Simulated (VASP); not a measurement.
Wanted: the native input for a VASP 6.6.1 run.

```yaml
Task: single point
Functional: PBE
Potentials_or_basis: VASP PAW PBE potentials, release 64 (Cs_sv)
Cutoff: 520 eV
k_mesh: 7 × 7 × 1
Occupations: fermi-dirac, width 0.08 eV
Spin: no spin polarisation
Dipole_correction: no
Further_INCAR_settings: ALGO = Normal; EDIFF = 1e-07; NBANDS = 30
```

The structure of Cs lies in POSCAR:

```
Cs
1.0
    5.3297906112      0.0000000000      0.0000000000
   -1.7765968704      5.0249747780      0.0000000000
    0.0000000000      0.0000000000     37.4070000000
Cs
5
Direct
    0.0000000000      0.0000000000      0.2673293337
    0.5000000000      0.5000000000      0.3836646665
    0.0000000000      0.0000000000      0.5000000000
    0.5000000000      0.5000000000      0.6163353335
    0.0000000000      0.0000000000      0.7326706663
```

The input as run:

INCAR

```
  ALGO = Normal
  EDIFF = 1E-7
  ENCUT = 520
  GGA = PE
  ISIF = 2
  ISMEAR = -1
  LASPH = True
  LCHARG = True
  LELF = True
  LREAL = False
  LVHAR = True
  LWAVE = False
  NBANDS = 30
  NELM = 80
  PREC = Accurate
  SIGMA = 0.08
```

KPOINTS

```
k-points
0
Gamma
  7 7 1
```

Potentials or basis: VASP PAW PBE potentials, release 64 (Cs_sv).

Run with:

```console
$ cat potpaw_PBE.64/Cs_sv/POTCAR > POTCAR
$ mpirun -np 1 vasp_std > vasp.out
```

It gave:

The largest force is 0.005 eV/Å.

Wall time 22 min on 1 thread of Oxide Virtual Turin-like Processor, on a shared host, peak memory 0.98 GiB.
